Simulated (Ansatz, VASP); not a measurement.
**TaN in VASP and in Ansatz**

```
CELL_PARAMETERS angstrom
0.00000 2.17900 2.17900
2.13542 0.00000 2.17900
2.13542 2.17900 0.00000
ATOMIC_POSITIONS crystal
Ta 0.50000 0.50000 0.50000
N 0.00000 0.00000 0.00000
```

Change from the starting cell: strain -0.0200 x Voigt [1, 0, 0, 0, 0, 0], atoms carried along.

Alike in both runs: task single point; functional PBEsol; k mesh 18 × 18 × 18; occupations gaussian, width 0.15 eV; no spin polarisation.

|  | VASP | Ansatz |
| --- | --- | --- |
| version | VASP 6.6.1 | Ansatz 0.2.0 |
| potentials or method | VASP PAW PBE potentials, release 64 (Ta_pv, N), cutoff 520 eV | scalar-relativistic, plane waves, PAW |
| valence electrons in the cell | 16 | 18 |

VASP gave:

```
gap on the k mesh at the Fermi level (eV)                     : none
pressure (GPa)                                                : 13.9
traceless stress, the component that is largest in VASP (GPa) : 10.39
```

**Question.** Estimate Ansatz's values.

**Answer.** gap on the k mesh at the Fermi level (eV): none; pressure (GPa): 12.8; traceless stress, the component that is largest in VASP (GPa): 10.30.

VASP's potentials were made for PBE, not for PBEsol. A gap of «none» marks a metal or a gap that the smearing closes. The functional is the same, so the differences come from potentials, cutoffs and numerics. VASP's potentials hold 16 valence electrons a cell and Ansatz's 18, so a difference there can come from the potentials and not from the codes.

Spin-orbit coupling is off throughout.
